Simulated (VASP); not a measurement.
# Ta3As5: single point with PBE

The system is Ta3As5.

```
CELL_PARAMETERS angstrom
3.39153 0.00000 0.00000
0.00000 3.39153 0.00000
0.00000 0.00000 11.76085
ATOMIC_POSITIONS crystal
Ta 0.50000 0.50000 0.13788
Ta 0.50000 0.50000 0.86212
Ta 0.00000 0.00000 0.50000
As 0.00000 0.00000 0.24285
As 0.00000 0.00000 0.75715
As 0.00000 0.00000 0.00000
As 0.50000 0.50000 0.38182
As 0.50000 0.50000 0.61818
```

The cell was built from a structure type or drawn by symmetry, and may not be a known phase.

```
Program                : VASP 6.6.1
Task                   : single point
Functional             : PBE
Potentials or basis    : VASP PAW PBE potentials, release 64 (Ta_pv, As)
Cutoff                 : 520 eV
k mesh                 : 6 × 6 × 2
Occupations            : gaussian, width 0.1 eV
Spin                   : no spin polarisation
Dipole correction      : no
Further INCAR settings : ALGO = Normal; EDIFF = 1e-06; NBANDS = 39
```

| Item | Value |
| --- | --- |
| Pressure | 0.4 GPa |
| Largest force | 0.027 eV/Å |
| Band gap on the k mesh | zero (bands 29 and 30 overlap by 1.09 eV) |

Forces in eV/Å, atoms in the order of the input:
```
Ta   0.000  0.000 -0.011
Ta   0.000  0.000  0.011
Ta   0.000  0.000  0.000
As   0.000  0.000  0.020
As   0.000  0.000 -0.020
As   0.000  0.000  0.000
As   0.000  0.000 -0.027
As   0.000  0.000  0.027
```

Stress tensor (GPa, compression positive):
```
0.29 0.00 0.00
0.00 0.29 0.00
0.00 0.00 0.48
```

Levels at points of the mesh, in eV from the Fermi level:
```tsv
k point	band 26	band 27	band 28	band 29	band 30	band 31	band 32	band 33
(0.00, 0.00, 0.00)	-1.32	-0.90	-0.58	-0.29	-0.29	0.76	0.76	1.07
(0.50, 0.00, 0.00)	-2.16	0.24	0.39	0.55	1.04	1.31	1.35	1.62
(0.50, 0.50, 0.00)	-2.88	-2.88	-1.00	-0.90	1.14	1.14	1.51	1.92
(0.00, 0.00, 0.50)	-1.53	-1.23	-0.65	0.00	0.00	0.56	0.56	1.34
(0.50, 0.00, 0.50)	-1.88	-0.10	0.30	0.73	1.16	1.44	1.57	1.76
(0.50, 0.50, 0.50)	-2.90	-2.46	-2.30	-0.36	1.09	1.14	1.14	2.78
```

Wall time 74 s on 1 thread of AMD EPYC 9R45 96-Core Processor (Zen 5) (shared host), peak memory 0.26 GiB.

Caveat: spin-orbit coupling is left out, which moves the levels of the heavy elements.
